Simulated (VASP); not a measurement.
# Al (Cm) in VASP: a series of runs

The runs below take Al through single point, with PBEsol.

Program: VASP 6.6.1. These are calculated values, not measurements. Logs are shortened: lines on timing, memory, paths and dates and some standing lists are left out, and cuts for length are marked.

## 1. The cell of the first run

The structure is monoclinic, space group Cm (No. 8). The conventional cell has a = 4.913 Å, b = 2.836 Å, c = 18.649 Å, α = 90.00°, β = 91.26°, γ = 90.00°. Within 3.7 Å of Al (site symmetry m) lie 12 Al at 2.84 to 2.85 Å. Within 3.7 Å of Al (site symmetry m) lie 12 Al at 2.84 to 2.85 Å. Al (site symmetry m) has 12 Al at 2.84 to 2.85 Å within 3.7 Å. Within 3.7 Å of Al (site symmetry m) lie 12 Al at 2.84 to 2.85 Å. Within 3.7 Å of Al (site symmetry m) lie 13 Al at 2.76 to 3.69 Å. Within 3.7 Å of Al (site symmetry m) lie 12 Al at 2.84 to 2.85 Å. Al (site symmetry m) has 13 Al at 2.76 to 3.69 Å within 3.7 Å. Al (site symmetry m) has 12 Al at 2.84 to 2.85 Å within 3.7 Å.

## 2. Single point, PBEsol (the part above a cut slid along it)

File INCAR:

```
SYSTEM = Al
PREC = Accurate ; ENCUT = 520
EDIFF = 1E-7 ; ISMEAR = 0
SIGMA = 0.15 ; LREAL = .False.
LASPH = .True. ; NELM = 60
ALGO = Fast ; ISIF = 2
LWAVE = .False. ; LCHARG = .False.
GGA = PS ; NBANDS = 22
```

File KPOINTS:

```
Automatic mesh
0
Gamma
  19 19 3
  0 0 0
```

File POSCAR:

```
Al
1.0
   -2.8362844918      0.0000000000      0.0000000000
   -1.4181422459     -2.4562944223      0.0000000000
   -3.9000329905     -2.2516850969     18.6442989101
Al
8
Direct
   -0.1718812500     -0.1718812500      0.1875000000
   -0.6302312500     -0.6302312500      0.6875000000
   -0.4114854167     -0.4114854167      0.8125000000
    0.0468645833      0.0468645833      0.3125000000
   -0.8594062500     -0.8594062500      0.9375000000
   -0.4010562500     -0.4010562500      0.4375000000
    0.6093729167      0.6093729167      0.0625000000
    0.1510229167      0.1510229167      0.5625000000
```

Potentials or basis: VASP PAW PBE potentials, release 64 (Al).

Started as:

```console
$ cat potpaw_PBE.64/Al/POTCAR > POTCAR
$ mpirun -np 1 vasp_std > vasp.out
```

OUTCAR:

```text
SYSTEM = Al
   PREC = Accurate
   ENCUT = 520
   EDIFF = 1E-7
   ISMEAR = 0
   LREAL = .False.
   LASPH = .True.
   NELM = 60
   ISIF = 2
   GGA = PS

 ion  position               nearest neighbor table
   1  0.828  0.828  0.188-   4 2.85   7 2.85   7 2.85   4 2.85   4 2.85   7 2.85
   2  0.370  0.370  0.688-   3 2.85   8 2.85   8 2.85   3 2.85   3 2.85   8 2.85
   3  0.589  0.589  0.812-   5 2.85   2 2.85   2 2.85   5 2.85   5 2.85   2 2.85
   4  0.047  0.047  0.312-   6 2.85   1 2.85   1 2.85   6 2.85   6 2.85   1 2.85
   5  0.141  0.141  0.938-   7 2.76   7 2.76   3 2.85   3 2.85   3 2.85   7 3.10
   6  0.599  0.599  0.438-   8 2.85   4 2.85   4 2.85   8 2.85   4 2.85   8 2.85
   7  0.609  0.609  0.062-   5 2.76   5 2.76   1 2.85   1 2.85   1 2.85   5 3.10
   8  0.151  0.151  0.562-   6 2.85   2 2.85   2 2.85   6 2.85   6 2.85   2 2.85

  LATTYP: Found a base centered monoclinic cell.
 ALAT       =     4.9125888445
 B/A-ratio  =     0.5773502692
 C/A-ratio  =     3.7961225484
 COS(beta)  =    -0.0219434433

  Lattice vectors:

 A1 = (  -2.8362844918,   0.0000000000,   0.0000000000)
 A2 = (  -1.4181422459,  -2.4562944223,   0.0000000000)
 A3 = (   0.3543937472,   0.2046093254,  18.6442989101)

Analysis of symmetry for initial positions (statically):
=====================================================================
 Subroutine PRICEL returns:
 Original cell was already a primitive cell.

 Routine SETGRP: Setting up the symmetry group for a
 base centered monoclinic supercell.

 Subroutine GETGRP returns: Found  2 space group operations
 (whereof  2 operations were pure point group operations)
 out of a pool of  4 trial point group operations.

The static configuration has the point symmetry C_1h.

Analysis of symmetry for dynamics (positions and initial velocities):
=====================================================================
 Subroutine PRICEL returns:
 Original cell was already a primitive cell.

 Routine SETGRP: Setting up the symmetry group for a
 base centered monoclinic supercell.

 Subroutine GETGRP returns: Found  2 space group operations
 (whereof  2 operations were pure point group operations)
 out of a pool of  4 trial point group operations.

The dynamic configuration has the point symmetry C_1h.

 Subroutine INISYM returns: Found  2 space group operations
 (whereof  2 operations are pure point group operations),
 and found     1 'primitive' translations

----------------------------------------------------------------------------------------

                                     Primitive cell

  volume of cell :     129.8902

  direct lattice vectors                    reciprocal lattice vectors
    -2.836284492  0.000000000  0.000000000    -0.352573941  0.203558660 -0.049167845
    -1.418142246 -2.456294422  0.000000000     0.000000000 -0.407117319 -0.049167845
    -3.900032991 -2.251685097 18.644298910     0.000000000  0.000000000  0.053635699

  length of vectors
     2.836284492  2.836284492 19.180464670     0.410075589  0.410075589  0.053635699

  position of ions in fractional coordinates (direct lattice)
     0.828118750  0.828118750  0.187500000
     0.369768750  0.369768750  0.687500000
     0.588514583  0.588514583  0.812500000
     0.046864583  0.046864583  0.312500000
     0.140593750  0.140593750  0.937500000
     0.598943750  0.598943750  0.437500000
     0.609372917  0.609372917  0.062500000
     0.151022917  0.151022917  0.562500000

  ion indices of the primitive-cell ions
   primitive index   ion index
                 1           1
                 2           2
                 3           3
                 4           4
                 5           5
                 6           6
                 7           7
                 8           8

----------------------------------------------------------------------------------------

 KPOINTS: Automatic mesh

Automatic generation of k-mesh.
 Grid dimensions read from file:
 generate k-points for:   19   19    3

 Generating k-lattice:

  Cartesian coordinates                     Fractional coordinates (reciprocal lattice)
    -0.018556523  0.010713614 -0.002587781     0.052631579  0.000000000 -0.000000000
     0.000000000 -0.021427227 -0.002587781     0.000000000  0.052631579 -0.000000000
     0.000000000  0.000000000  0.017878566     0.000000000  0.000000000  0.333333333

  Length of vectors
     0.021582926  0.021582926  0.017878566

  Shift w.r.t. Gamma in fractional coordinates (k-lattice)
     0.000000000  0.000000000  0.000000000

 Subroutine IBZKPT returns following result:
 ===========================================

 Found    290 irreducible k-points:

 Following reciprocal coordinates:
            Coordinates               Weight
  0.000000  0.000000  0.000000      1.000000
  0.052632  0.000000 -0.000000      4.000000
  0.105263  0.000000 -0.000000      4.000000
  0.157895  0.000000  0.000000      4.000000
  0.210526 -0.000000 -0.000000      4.000000
  0.263158  0.000000  0.000000      4.000000
[... 16 lines left out ...]
 -0.315789  0.052632  0.000000      4.000000
 -0.263158  0.052632 -0.000000      4.000000
 [... further k-points ...]
   k-points           NKPTS =    290   k-points in BZ     NKDIM =    290   number of bands    NBANDS=     22
   number of dos      NEDOS =    301   number of ions     NIONS =      8
   total plane-waves  NPLWV =  82944
   dimension x,y,z NGX =    24 NGY =   24 NGZ =  144
   dimension x,y,z NGXF=    48 NGYF=   48 NGZF=  288
   ions per type =               8
   NGX,Y,Z   is equivalent  to a cutoff of  14.07, 14.07, 12.48 a.u.
   NGXF,Y,Z  is equivalent  to a cutoff of  28.13, 28.13, 24.96 a.u.
 SYSTEM =  Al
   PREC   = accura    normal or accurate (medium, high low for compatibility)
   ISTART =      0    job   : 0-new  1-cont  2-samecut
   ICHARG =      2    charge: 1-file 2-atom 10-const
   ISPIN  =      1    spin polarized calculation?
   LNONCOLLINEAR =      F non collinear calculations
   LSORBIT =      F    spin-orbit coupling
   LASPH  =      T    aspherical Exc in radial PAW
   ENCUT  =  520.0 eV  38.22 Ry    6.18 a.u.   5.27  5.27 35.66*2*pi/ulx,y,z
   NELM   =     60;   NELMIN=  2; NELMDL= -5     # of ELM steps
   EDIFF  = 0.1E-06   stopping-criterion for ELM
   LREAL  =      F    real-space projection
   EDIFFG = 0.1E-05   stopping-criterion for IOM
   NSW    =      0    number of steps for IOM
   IBRION =     -1    ionic relax: 0-MD 1-quasi-New 2-CG
   NFREE  =      0    steps in history (QN), initial steepest desc. (CG)
   ISIF   =      2    stress and relaxation
   ISYM   =      2    0-nonsym 1-usesym 2-fastsym
   POTIM  = 0.5000    time-step for ionic-motion
   TEBEG  =    0.0;   TEEND  =   0.0 temperature during run
   PSTRESS=    0.0 pullay stress
   NELECT =      24.0000    total number of electrons
   NUPDOWN=      -1.0000    fix difference up-down
   EMIN   =  10.00;   EMAX   =-10.00  energy-range for DOS
   EFERMI =   0.00;   METHOD = LEGACY
   ISMEAR =     0;   SIGMA  =   0.15  broadening in eV -4-tet -1-fermi 0-gaus
   EFERMI_NEDOS =   21; number of points for ismear=-14 and -15
   IALGO  =     68    algorithm
   IMIX   =      4    mixing-type and parameters
     AMIX     =   0.40;   BMIX     =  1.00
     AMIX_MAG =   1.60;   BMIX_MAG =  1.00
  volume/ion in A,a.u.               =      16.24       109.57
  Fermi-wavevector in a.u.,A,eV,Ry     =   0.932438  1.762052 11.829450  0.869440
  Thomas-Fermi vector in A             =   2.059035
   LORBIT       =      0    0 simple, 1 ext, 2 COOP (PROOUT), +10 PAW based schemes
   GGA     = PS    functional components
   LHFCALC =     F    Hartree Fock is set to
   AEXX    =    0.0000 exact exchange contribution
   IVDW    =     0    specifies the selected vdW correction
   LEPSILON=     F    determine dielectric tensor
   LRPA    =     F    only Hartree local field effects (RPA)
 non-spin polarized calculation
 RMM-DIIS sequential band-by-band and
 Gauss-broadening in eV      SIGMA  =   0.15
  energy-cutoff  :      520.00
  volume of cell :      129.89
 maximum number of plane-waves:      3522
 NGX is ok and might be reduce to    24
   NGX = 11   NGY = 11   NGZ = 71

 number of electron      24.0000000 magnetization

 Free energy of the ion-electron system (eV)
  ---------------------------------------------------
  ext. energy  EPLUGINS =         0.00000000
  ---------------------------------------------------
  free energy    TOTEN  =       -32.61495123 eV

  energy without entropy =      -32.57663705  energy(sigma->0) =      -32.59579414

 E-fermi :   8.1252     XC(G=0): -10.3160

 val. band max:        8.1242230843   @ k =  -0.2632   0.0526  -0.0000
 cond. band min:       8.1254429894   @ k =  -0.1053  -0.3684   0.3333
 fundamental gap:      0.0012199052
 Fermi energy:         8.1251799666

 k-point     1 :       0.0000    0.0000    0.0000
  band No.  band energies     occupation
      1      -3.1246      2.00000
      2      -2.7009      2.00000
      3      -2.6980      2.00000
      4      -1.4331      2.00000
      5      -1.4308      2.00000
      6       0.6556      2.00000
[... 14 lines left out ...]
     21      19.3059      0.00000
     22      19.4487      0.00000

 k-point     2 :       0.0526    0.0000   -0.0000
  band No.  band energies     occupation
      1      -3.0557      2.00000
      2      -2.6717      2.00000
      3      -2.5898      2.00000
      4      -1.4450      2.00000
      5      -1.2827      2.00000
      6       0.6026      2.00000
[... 14 lines left out ...]
     21      18.4699      0.00000
     22      18.6844      0.00000

 k-point     3 :       0.1053    0.0000   -0.0000
  band No.  band energies     occupation
      1      -2.8492      2.00000
      2      -2.5066      2.00000
      3      -2.3431      2.00000
      4      -1.3219      2.00000
      5      -0.9978      2.00000
      6       0.6838      2.00000
[... 14 lines left out ...]
     21      17.2107      0.00000
     22      17.4031      0.00000

 k-point     4 :       0.1579    0.0000    0.0000
  band No.  band energies     occupation
      1      -2.5056      2.00000
      2      -2.2048      2.00000
      3      -1.9601      2.00000
      4      -1.0631      2.00000
      5      -0.5782      2.00000
      6       0.8987      2.00000
[... 14 lines left out ...]
     21      16.3891      0.00000
     22      16.5726      0.00000

 k-point     5 :       0.2105   -0.0000   -0.0000
  band No.  band energies     occupation
      1      -2.0262      2.00000
      2      -1.7670      2.00000
      3      -1.4419      2.00000
      4      -0.6694      2.00000
      5      -0.0250      2.00000
      6       1.2465      2.00000
[... 417 lines left out ...]
 k-point    22 :      -0.3684    0.0526    0.0000
  band No.  band energies     occupation
      1       0.7280      2.00000
      2       0.9019      2.00000
      3       1.3790      2.00000
      4       1.8960      2.00000
      5       2.8369      2.00000
      6       3.6758      2.00000
[... 14 lines left out ...]
     21      13.1317      0.00000
     22      13.2732      0.00000

 k-point    23 :      -0.3158    0.0526    0.0000
  band No.  band energies     occupation
      1      -0.2100      2.00000
      2       0.0055      2.00000
      3       0.4064      2.00000
      4       1.0481      2.00000
      5       1.8414      2.00000
      6       2.8938      2.00000
[... 14 lines left out ...]
     21      13.3613      0.00000
     22      13.5458      0.00000

 k-point    24 :      -0.2632    0.0526   -0.0000
  band No.  band energies     occupation
      1      -1.0190      2.00000
      2      -0.7617      2.00000
      3      -0.4390      2.00000
      4       0.3275      2.00000
      5       0.9668      2.00000
      6       2.2271      2.00000
[... 14 lines left out ...]
     21      13.9787      0.00000
     22      14.0728      0.00000

 [... further k-points ...]

------------------------ aborting loop because EDIFF is reached ----------------------------------------

  FORCE on cell =-STRESS in cart. coord.  units (eV):
  Direction    XX          YY          ZZ          XY          YZ          ZX
  --------------------------------------------------------------------------------------
  -------------------------------------------------------------------------------------
  Total        0.0662699      0.0546068      0.3744411      0.0101006     -0.1012017     -0.1752864
  in kB        0.8174299      0.6735669      4.6186797      0.1245890     -1.2483086     -2.1621339
  external PRESSURE =       2.0365588 kB  Pullay stress =       0.0000000 kB

 VOLUME and BASIS-vectors are now :
 -----------------------------------------------------------------------------
  energy-cutoff  :      520.00
  volume of cell :      129.89
      direct lattice vectors                 reciprocal lattice vectors
    -2.836284492  0.000000000  0.000000000    -0.352573941  0.203558660 -0.049167845
    -1.418142246 -2.456294422  0.000000000     0.000000000 -0.407117319 -0.049167845
    -3.900032991 -2.251685097 18.644298910     0.000000000  0.000000000  0.053635699

 POSITION                                       TOTAL-FORCE (eV/Angst)
 -----------------------------------------------------------------------------------
     -4.25443     -2.45629      3.49581         0.027880      0.016096     -0.013285
     -4.25443     -2.45629     12.81796        -0.000060     -0.000034     -0.000083
     -5.67257     -3.27506     15.14849         0.023196      0.013392     -0.004229
     -1.41814     -0.81876      5.82634        -0.005479     -0.003164      0.003944
     -4.25443     -2.45629     17.47903         0.061531      0.035525     -0.100483
     -4.25443     -2.45629      8.15688         0.002520      0.001455      0.000943
     -2.83628     -1.63753      1.16527        -0.107194     -0.061888      0.113455
     -2.83628     -1.63753     10.48742        -0.002393     -0.001382     -0.000263
 -----------------------------------------------------------------------------------
    total drift:                               -0.000003     -0.000002      0.000000

  FREE ENERGIE OF THE ION-ELECTRON SYSTEM (eV)
  ---------------------------------------------------
  free  energy   TOTEN  =       -32.6149512313 eV

  energy  without entropy=      -32.5766370460  energy(sigma->0) =      -32.59579414
```

It took 20 min on 1 thread of Oxide Virtual Turin-like, shared host; peak memory 0.63 GiB.

Results:

- Free energy: -32.6150 eV
- Pressure: 0.2 GPa
- Largest force: 0.168 eV/Å
- Band gap on the k mesh: zero (bands 12 and 13 overlap by 5.39 eV)

Forces on the atoms (eV/Å):
```
Al   0.028  0.016 -0.013
Al   0.000  0.000  0.000
Al   0.023  0.013 -0.004
Al  -0.005 -0.003  0.004
Al   0.062  0.036 -0.100
Al   0.003  0.001  0.001
Al  -0.107 -0.062  0.113
Al  -0.002 -0.001  0.000
```

Caveat: the cell differs from its parent crystal (the part above a cut slid along it); the PAW data sets were made with another functional, which shifts forces and pressure a little.

## 3. Single point, PBEsol (the part above a cut slid along it)

File INCAR:

```
SYSTEM = Al
PREC = Accurate
ENCUT = 520
EDIFF = 1E-6
ISMEAR = 0
SIGMA = 0.15
LREAL = .FALSE.
LASPH = .TRUE.
NELM = 80
ALGO = Fast
ISIF = 2
LWAVE = .FALSE.
LCHARG = .FALSE.
GGA = PS
NBANDS = 22
```

File KPOINTS:

```
regular mesh
0
G
  19 19 3
  0 0 0
```

File POSCAR:

```
Al
1.0
   -2.8362844918      0.0000000000      0.0000000000
   -1.4181422459     -2.4562944223      0.0000000000
   -2.1272133689     -1.2281472111     18.6442989101
Al
8
Direct
   -0.0937500000     -0.0937500000      0.1875000000
   -0.3437500000     -0.3437500000      0.6875000000
   -0.0729166667     -0.0729166667      0.8125000000
    0.1770833333      0.1770833333      0.3125000000
   -0.4687500000     -0.4687500000      0.9375000000
   -0.2187500000     -0.2187500000      0.4375000000
    0.6354166667      0.6354166667      0.0625000000
    0.3854166667      0.3854166667      0.5625000000
```

Potentials or basis: VASP PAW PBE potentials, release 64 (Al).

Started as:

```console
$ cat potpaw_PBE.64/Al/POTCAR > POTCAR
$ mpirun -np 1 vasp_std > vasp.out
```

Run time: 26 min. Hardware: 1 thread of Oxide Virtual Turin-like, shared host; peak memory 0.63 GiB.

It converged, with:

```
Free energy            : -32.4237 eV
Pressure               : 1.1 GPa
Largest force          : 1.065 eV/Å
Band gap on the k mesh : zero (bands 12 and 13 overlap by 5.73 eV)
```

Forces in eV/Å, atoms in the order of the input:
```
Al  -0.014 -0.008 -0.062
Al   0.012  0.007  0.000
Al  -0.029 -0.017 -0.018
Al   0.011  0.007  0.011
Al   0.464  0.268 -0.868
Al   0.001  0.000  0.012
Al  -0.446 -0.257  0.932
Al   0.000  0.000 -0.006
```

Stress tensor (GPa, compression positive):
```
 0.35  0.02 -1.12
 0.02  0.33 -0.65
-1.12 -0.65  2.54
```

Levels at points of the mesh, in eV from the Fermi level:
```csv
k point,band 9,band 10,band 11,band 12,band 13,band 14,band 15,band 16
"(0.00, 0.00, 0.00)",-4.46,-0.97,-0.94,3.31,3.37,8.07,8.24,10.93
```

Caveat: the cell differs from its parent crystal (the part above a cut slid along it); the PAW data sets were made with another functional, which shifts forces and pressure a little.
